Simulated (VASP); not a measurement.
# PbS (Cmcm) in VASP: a series of runs

Runs on PbS. Level: PBEsol. Tasks: single point.

Everything below comes from runs of VASP 6.6.1. Logs are shortened: lines on timing, memory, paths and dates and some standing lists are left out, and cuts for length are marked.

### Step 1. The cell of the first run

Symmetry: Cmcm, No. 63, orthorhombic system. The conventional cell has a = 3.773 Å, b = 10.374 Å, c = 4.050 Å, α = 90.00°, β = 90.00°, γ = 90.00°. Within 3.4 Å of Pb (site symmetry m2m) lie 7 S at 2.60 to 3.21 Å and 2 Pb at 3.18 Å. S (site symmetry m2m) has 7 Pb at 2.60 to 3.21 Å and 2 S at 3.40 Å within 3.5 Å.

### Step 2. Single point, PBEsol

Contents of INCAR:

```
SYSTEM = PbS
PREC = Accurate
ENCUT = 520
EDIFF = 1E-7
ISMEAR = -1
SIGMA = 0.05
LREAL = .False.
LASPH = .True.
NELM = 60
ALGO = Normal
ISIF = 2
LWAVE = .False.
LCHARG = .False.
GGA = PS
NBANDS = 28
```

Contents of KPOINTS:

```
regular mesh
0
Gamma
  7 7 6
  0 0 0
```

Contents of POSCAR:

```
PbS
1.0
    1.8864031043     -5.1871988375      0.0000000000
    1.8864031043      5.1871988375      0.0000000000
    0.0000000000      0.0000000000      4.0496320272
Pb S
2 2
Direct
    0.1181405639      0.8818594361      0.2500000000
    0.8818594361      0.1181405639      0.7500000000
    0.3683087770      0.6316912230      0.2500000000
    0.6316912230      0.3683087770      0.7500000000
```

Potentials or basis: VASP PAW PBE potentials, release 64 (Pb_d, S).

Command:

```bash
> cat potpaw_PBE.64/Pb_d/POTCAR potpaw_PBE.64/S/POTCAR > POTCAR
> mpirun -np 1 vasp_std > vasp.out
```

OUTCAR:

```text
SYSTEM = PbS
   PREC = Accurate
   ENCUT = 520
   EDIFF = 1E-7
   ISMEAR = -1
   LREAL = .False.
   LASPH = .True.
   NELM = 60
   ISIF = 2
   GGA = PS

 ion  position               nearest neighbor table
   1  0.118  0.882  0.250-   3 2.60   4 2.77   4 2.77   4 2.77   4 2.77   2 3.18   2 3.18   3 3.21
                             3 3.21   2 3.89   2 3.89   2 3.89   2 3.89
   2  0.882  0.118  0.750-   4 2.60   3 2.77   3 2.77   3 2.77   3 2.77   1 3.18   1 3.18   4 3.21
                             4 3.21   1 3.89   1 3.89   1 3.89   1 3.89
   3  0.368  0.632  0.250-   1 2.60   2 2.77   2 2.77   2 2.77   2 2.77   1 3.21   1 3.21
   4  0.632  0.368  0.750-   2 2.60   1 2.77   1 2.77   1 2.77   1 2.77   2 3.21   2 3.21

  LATTYP: Found a base centered orthorhombic cell.
 ALAT       =     3.7728062086
 B/A-ratio  =     2.7497828145
 C/A-ratio  =     1.0733739830

  Lattice vectors:

 A1 = (   1.8864031043,  -5.1871988375,   0.0000000000)
 A2 = (   1.8864031043,   5.1871988375,   0.0000000000)
 A3 = (   0.0000000000,   0.0000000000,   4.0496320272)

Analysis of symmetry for initial positions (statically):
=====================================================================
 Subroutine PRICEL returns:
 Original cell was already a primitive cell.

 Routine SETGRP: Setting up the symmetry group for a
 base centered orthorhombic supercell.

 Subroutine GETGRP returns: Found  8 space group operations
 (whereof  4 operations were pure point group operations)
 out of a pool of  8 trial point group operations.

The static configuration has the point symmetry C_2h.
 The point group associated with its full space group is D_2h.

Analysis of symmetry for dynamics (positions and initial velocities):
=====================================================================
 Subroutine PRICEL returns:
 Original cell was already a primitive cell.

 Routine SETGRP: Setting up the symmetry group for a
 base centered orthorhombic supercell.

 Subroutine GETGRP returns: Found  8 space group operations
 (whereof  4 operations were pure point group operations)
 out of a pool of  8 trial point group operations.

The dynamic configuration has the point symmetry C_2h.
 The point group associated with its full space group is D_2h.

 Subroutine INISYM returns: Found  8 space group operations
 (whereof  4 operations are pure point group operations),
 and found     1 'primitive' translations

----------------------------------------------------------------------------------------

                                     Primitive cell

  volume of cell :      79.2525

  direct lattice vectors                    reciprocal lattice vectors
     1.886403104 -5.187198838  0.000000000     0.265054695 -0.096391138  0.000000000
     1.886403104  5.187198838  0.000000000     0.265054695  0.096391138  0.000000000
     0.000000000  0.000000000  4.049632027     0.000000000  0.000000000  0.246936016

  length of vectors
     5.519560531  5.519560531  4.049632027     0.282037662  0.282037662  0.246936016

  position of ions in fractional coordinates (direct lattice)
     0.118140564  0.881859436  0.250000000
     0.881859436  0.118140564  0.750000000
     0.368308777  0.631691223  0.250000000
     0.631691223  0.368308777  0.750000000

  ion indices of the primitive-cell ions
   primitive index   ion index
                 1           1
                 2           2
                 3           3
                 4           4

----------------------------------------------------------------------------------------

 KPOINTS: regular mesh

Automatic generation of k-mesh.
 Grid dimensions read from file:
 generate k-points for:    7    7    6

 Generating k-lattice:

  Cartesian coordinates                     Fractional coordinates (reciprocal lattice)
     0.037864956 -0.013770163  0.000000000     0.142857143 -0.000000000  0.000000000
     0.037864956  0.013770163  0.000000000    -0.000000000  0.142857143  0.000000000
     0.000000000  0.000000000  0.041156003     0.000000000  0.000000000  0.166666667

  Length of vectors
     0.040291095  0.040291095  0.041156003

  Shift w.r.t. Gamma in fractional coordinates (k-lattice)
     0.000000000  0.000000000  0.000000000

 Subroutine IBZKPT returns following result:
 ===========================================

 Found     64 irreducible k-points:

 Following reciprocal coordinates:
            Coordinates               Weight
  0.000000  0.000000  0.000000      1.000000
  0.142857 -0.000000  0.000000      4.000000
  0.285714  0.000000  0.000000      4.000000
  0.428571 -0.000000  0.000000      4.000000
  0.142857  0.142857  0.000000      2.000000
  0.285714  0.142857  0.000000      4.000000
[... 16 lines left out ...]
  0.428571  0.142857  0.166667      8.000000
 -0.428571  0.142857  0.166667      8.000000
 [... further k-points ...]
   k-points           NKPTS =     64   k-points in BZ     NKDIM =     64   number of bands    NBANDS=     28
   number of dos      NEDOS =    301   number of ions     NIONS =      4
   total plane-waves  NPLWV =  52920
   dimension x,y,z NGX =    42 NGY =   42 NGZ =   30
   dimension x,y,z NGXF=    84 NGYF=   84 NGZF=   60
   ions per type =               2   2
   NGX,Y,Z   is equivalent  to a cutoff of  12.65, 12.65, 12.32 a.u.
   NGXF,Y,Z  is equivalent  to a cutoff of  25.30, 25.30, 24.63 a.u.
 SYSTEM =  PbS
   PREC   = accura    normal or accurate (medium, high low for compatibility)
   ISTART =      0    job   : 0-new  1-cont  2-samecut
   ICHARG =      2    charge: 1-file 2-atom 10-const
   ISPIN  =      1    spin polarized calculation?
   LNONCOLLINEAR =      F non collinear calculations
   LSORBIT =      F    spin-orbit coupling
   LASPH  =      T    aspherical Exc in radial PAW
   ENCUT  =  520.0 eV  38.22 Ry    6.18 a.u.  10.26 10.26  7.53*2*pi/ulx,y,z
   NELM   =     60;   NELMIN=  2; NELMDL= -5     # of ELM steps
   EDIFF  = 0.1E-06   stopping-criterion for ELM
   LREAL  =      F    real-space projection
   EDIFFG = 0.1E-05   stopping-criterion for IOM
   NSW    =      0    number of steps for IOM
   IBRION =     -1    ionic relax: 0-MD 1-quasi-New 2-CG
   NFREE  =      0    steps in history (QN), initial steepest desc. (CG)
   ISIF   =      2    stress and relaxation
   ISYM   =      2    0-nonsym 1-usesym 2-fastsym
   POTIM  = 0.5000    time-step for ionic-motion
   TEBEG  =    0.0;   TEEND  =   0.0 temperature during run
   PSTRESS=    0.0 pullay stress
   NELECT =      40.0000    total number of electrons
   NUPDOWN=      -1.0000    fix difference up-down
   EMIN   =  10.00;   EMAX   =-10.00  energy-range for DOS
   EFERMI =   0.00;   METHOD = LEGACY
   ISMEAR =    -1;   SIGMA  =   0.05  broadening in eV -4-tet -1-fermi 0-gaus
   EFERMI_NEDOS =   21; number of points for ismear=-14 and -15
   IALGO  =     38    algorithm
   IMIX   =      4    mixing-type and parameters
     AMIX     =   0.40;   BMIX     =  1.00
     AMIX_MAG =   1.60;   BMIX_MAG =  1.00
  volume/ion in A,a.u.               =      19.81       133.71
  Fermi-wavevector in a.u.,A,eV,Ry     =   1.303438  2.463141 23.115640  1.698952
  Thomas-Fermi vector in A             =   2.434440
   LORBIT       =      0    0 simple, 1 ext, 2 COOP (PROOUT), +10 PAW based schemes
   GGA     = PS    functional components
   LHFCALC =     F    Hartree Fock is set to
   AEXX    =    0.0000 exact exchange contribution
   IVDW    =     0    specifies the selected vdW correction
   LEPSILON=     F    determine dielectric tensor
   LRPA    =     F    only Hartree local field effects (RPA)
 non-spin polarized calculation
  energy-cutoff  :      520.00
  volume of cell :       79.25
 maximum number of plane-waves:      2149
 NGX is ok and might be reduce to    42
   NGX = 21   NGY = 21   NGZ = 15

 number of electron      40.0000004 magnetization

 Free energy of the ion-electron system (eV)
  ---------------------------------------------------
  ext. energy  EPLUGINS =         0.00000000
  ---------------------------------------------------
  free energy    TOTEN  =       -17.75919861 eV

  energy without entropy =      -17.75898636  energy(sigma->0) =      -17.75909248

 E-fermi :   9.2315     XC(G=0): -11.2966

 val. band max:        9.0087189563   @ k =  -0.4286   0.4286   0.3333
 cond. band min:       9.4696305643   @ k =   0.4286   0.1429   0.0000
 fundamental gap:      0.4609116080
 Fermi energy:         9.2315463539

 k-point     1 :       0.0000    0.0000    0.0000
  band No.  band energies     occupation
      1      -8.3636      2.00000
      2      -8.1234      2.00000
      3      -8.0492      2.00000
      4      -7.9327      2.00000
      5      -7.8925      2.00000
      6      -7.8598      2.00000
[... 20 lines left out ...]
     27      16.0689      0.00000
     28      16.2111      0.00000

 k-point     2 :       0.1429   -0.0000    0.0000
  band No.  band energies     occupation
      1      -8.3252      2.00000
      2      -8.1162      2.00000
      3      -8.0322      2.00000
      4      -7.9160      2.00000
      5      -7.9080      2.00000
      6      -7.8796      2.00000
[... 20 lines left out ...]
     27      15.3726      0.00000
     28      16.1005      0.00000

 k-point     3 :       0.2857    0.0000    0.0000
  band No.  band energies     occupation
      1      -8.2315      2.00000
      2      -8.1004      2.00000
      3      -8.0033      2.00000
      4      -7.9687      2.00000
      5      -7.9334      2.00000
      6      -7.8900      2.00000
[... 20 lines left out ...]
     27      15.9045      0.00000
     28      16.4630      0.00000

 k-point     4 :       0.4286   -0.0000    0.0000
  band No.  band energies     occupation
      1      -8.1375      2.00000
      2      -8.0875      2.00000
      3      -8.0123      2.00000
      4      -8.0024      2.00000
      5      -7.9701      2.00000
      6      -7.9083      2.00000
[... 578 lines left out ...]
     27      15.8856      0.00000
     28      17.4842      0.00000

 k-point    23 :       0.4286    0.1429    0.1667
  band No.  band energies     occupation
      1      -8.1283      2.00000
      2      -8.1225      2.00000
      3      -8.0897      2.00000
      4      -7.9815      2.00000
      5      -7.9693      2.00000
      6      -7.9028      2.00000
[... 20 lines left out ...]
     27      15.8890      0.00000
     28      17.4889      0.00000

 k-point    24 :      -0.4286    0.1429    0.1667
  band No.  band energies     occupation
      1      -8.1817      2.00000
      2      -8.0886      2.00000
      3      -8.0533      2.00000
      4      -7.9766      2.00000
      5      -7.9490      2.00000
      6      -7.8991      2.00000
[... 20 lines left out ...]
     27      16.8500      0.00000
     28      17.1917      0.00000

 [... further k-points ...]

------------------------ aborting loop because EDIFF is reached ----------------------------------------

  FORCE on cell =-STRESS in cart. coord.  units (eV):
  Direction    XX          YY          ZZ          XY          YZ          ZX
  --------------------------------------------------------------------------------------
  -------------------------------------------------------------------------------------
  Total        9.8691817      9.8320478      9.8812827      0.0000000      0.0000000      0.0000000
  in kB      199.5164779    198.7657759    199.7611135      0.0000000      0.0000000      0.0000000
  external PRESSURE =     199.3477891 kB  Pullay stress =       0.0000000 kB

 VOLUME and BASIS-vectors are now :
 -----------------------------------------------------------------------------
  energy-cutoff  :      520.00
  volume of cell :       79.25
      direct lattice vectors                 reciprocal lattice vectors
     1.886403104 -5.187198838  0.000000000     0.265054695 -0.096391138  0.000000000
     1.886403104  5.187198838  0.000000000     0.265054695  0.096391138  0.000000000
     0.000000000  0.000000000  4.049632027     0.000000000  0.000000000  0.246936016

 POSITION                                       TOTAL-FORCE (eV/Angst)
 -----------------------------------------------------------------------------------
      1.88640      3.96156      1.01241         0.000000     -0.002230      0.000000
      1.88640     -3.96156      3.03722         0.000000      0.002230     -0.000000
      1.88640      1.36622      1.01241         0.000000     -0.000672      0.000000
      1.88640     -1.36622      3.03722         0.000000      0.000672      0.000000
 -----------------------------------------------------------------------------------
    total drift:                                0.000000     -0.000000      0.000000

  FREE ENERGIE OF THE ION-ELECTRON SYSTEM (eV)
  ---------------------------------------------------
  free  energy   TOTEN  =       -17.7591986058 eV

  energy  without entropy=      -17.7589863554  energy(sigma->0) =      -17.75909248
```

It took 74 s on 1 thread of Intel Xeon 6975P-C (Granite Rapids), shared host; peak memory 0.29 GiB.

Results:

```yaml
Free_energy: -17.7592 eV
Pressure: 19.9 GPa
Band_gap_on_the_k_mesh: 0.46 eV (least direct gap 0.71 eV)
```

Forces on the atoms (eV/Å):
```
Pb   0.000 -0.002  0.000
Pb   0.000  0.002  0.000
S    0.000 -0.001  0.000
S    0.000  0.001  0.000
```

Caveat: the cell stands under pressure; the PAW data sets were made with another functional, which shifts forces and pressure a little; spin-orbit coupling is left out, which moves the levels of the heavy elements; an odd mesh through Γ misses points on the zone boundary, where band edges can lie.

### Step 3. Single point, PBEsol

This run uses another cell than the first one, of 21.60 Å³/atom.

Contents of INCAR:

```
PREC = Accurate
ENCUT = 520
EDIFF = 1E-6
ISMEAR = -1
SIGMA = 0.05
LREAL = False
LASPH = True
NELM = 100
ALGO = Normal
ISIF = 2
LWAVE = False
LCHARG = False
GGA = PS
NBANDS = 28
```

Contents of KPOINTS:

```
regular mesh
0
Gamma
  7 7 6
```

Contents of POSCAR:

```
PbS
1.0
    1.9473387529     -5.3747444710      0.0000000000
    1.9473387529      5.3747444710      0.0000000000
    0.0000000000      0.0000000000      4.1272963127
Pb S
2 2
Direct
    0.1199594748      0.8800405252      0.2500000000
    0.8800405252      0.1199594748      0.7500000000
    0.3657918757      0.6342081243      0.2500000000
    0.6342081243      0.3657918757      0.7500000000
```

Potentials or basis: VASP PAW PBE potentials, release 64 (Pb_d, S).

Command:

```bash
> cat potpaw_PBE.64/Pb_d/POTCAR potpaw_PBE.64/S/POTCAR > POTCAR
> mpirun -np 1 vasp_std > vasp.out
```

It took 85 s on 1 thread of Intel Xeon 6975P-C (Granite Rapids), shared host; peak memory 0.32 GiB.

It converged, with:

| Item | Value |
| --- | --- |
| Free energy | -18.4127 eV |
| Pressure | 10.0 GPa |
| Largest force | 0.003 eV/Å |
| Band gap on the k mesh | 0.86 eV (least direct gap 0.87 eV) |

Forces on the atoms (eV/Å):
```
Pb   0.000 -0.002  0.000
Pb   0.000  0.002  0.000
S    0.000 -0.003  0.000
S    0.000  0.003  0.000
```

Levels at points of the mesh, in eV from the valence-band top:
```tsv
k point	band 18	band 19	band 20	band 21	band 22	band 23
(0.00, 0.00, 0.00)	-2.70	-2.26	-1.29	4.13	4.24	5.07
(0.00, 0.00, 0.50)	-1.66	-0.05	-0.05	1.36	1.36	2.30
```

Caveat: the cell stands under pressure; the PAW data sets were made with another functional, which shifts forces and pressure a little; spin-orbit coupling is left out, which moves the levels of the heavy elements; an odd mesh through Γ misses points on the zone boundary, where band edges can lie.
